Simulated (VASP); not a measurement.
Crystal: Tc3Pt.

```xyz
4
Lattice="3.8675 0.0000 0.0000 0.0000 3.8675 0.0000 0.0000 0.0000 3.8675" Properties=species:S:1:pos:R:3 pbc="T T T"
Tc    0.0000    0.0000    0.0000
Tc    0.0000    1.9338    1.9338
Tc    1.9338    0.0000    1.9338
Pt    1.9338    1.9338    0.0000
```

* Program: VASP 6.6.1
* Task: relaxation of cell and atoms
* Functional: LDA
* Potentials or basis: VASP PAW LDA potentials, release 64 (Tc_pv, Pt)
* Cutoff: 600 eV
* k mesh: 6 × 6 × 6
* Occupations: fermi-dirac, width 0.05 eV
* Spin: no spin polarisation

At the start: pressure -12.2 GPa; volume 14.46 Å³/atom.

Q: How do energy, volume and symmetry change on relaxing?

A: Over 4 steps the energy falls by 21.6 meV/atom and the volume is 13.92 Å³/atom (-3.7 %); space group Pm-3m (No. 221, to 0.1 Å) before and after.

Step by step:
```tsv
step	energy change (eV)	largest force (eV/Å)	pressure (GPa)	volume (Å³)
1	0.0000	0.0000	-12.21	57.85
2	0.9799	0.0000	58.57	49.10
3	-0.0860	0.0000	-0.67	55.78
4	-0.0862	0.0000	-0.19	55.69
```

Final structure:
```
Tc Pt
1.0
     3.81881    0.00000    0.00000
     0.00000    3.81881    0.00000
     0.00000    0.00000    3.81881
Tc Pt
3 1
Direct
  0.00000 0.00000 0.00000
  0.00000 0.50000 0.50000
  0.50000 0.00000 0.50000
  0.50000 0.50000 0.00000
```
